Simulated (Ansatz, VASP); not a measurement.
AlN: VASP beside Ansatz

```
CELL_PARAMETERS angstrom
3.08864 0.00000 0.00000
-1.54432 2.67484 0.00000
0.00000 0.00000 4.94308
ATOMIC_POSITIONS crystal
Al 0.66667 0.33333 0.49901
Al 0.33333 0.66667 0.99901
N 0.66667 0.33333 0.88099
N 0.33333 0.66667 0.38099
```

Alike in both runs: functional LDA; k mesh 9 × 9 × 4; occupations gaussian, width 0.02 eV; no spin polarisation.

Ansatz relaxed the structure, and its values are those at the end. VASP's run is a single point on that final structure, the one shown.

|  | VASP | Ansatz |
| --- | --- | --- |
| version | VASP 6.6.1 | Ansatz 0.2.0 |
| potentials or method | VASP PAW LDA potentials, release 64 (Al, N), cutoff 520 eV | scalar-relativistic, plane waves, PAW |
| valence electrons in the cell | 16 | 16 |

VASP gave:

| Item | Value |
| --- | --- |
| gap on the k mesh at the Fermi level (eV) | 4.42 |
| least direct gap on the mesh (eV) | 4.42 |
| pressure (GPa) | 0.7 |

Task: Which values does Ansatz return?

Result: gap on the k mesh at the Fermi level (eV): 4.42; least direct gap on the mesh (eV): 4.42; pressure (GPa): 0.0.

Ansatz warns that its potentials were made for another functional, while VASP's fit it. LDA's correlation is that of Perdew and Zunger in VASP and of Perdew and Wang (1992) in Ansatz.
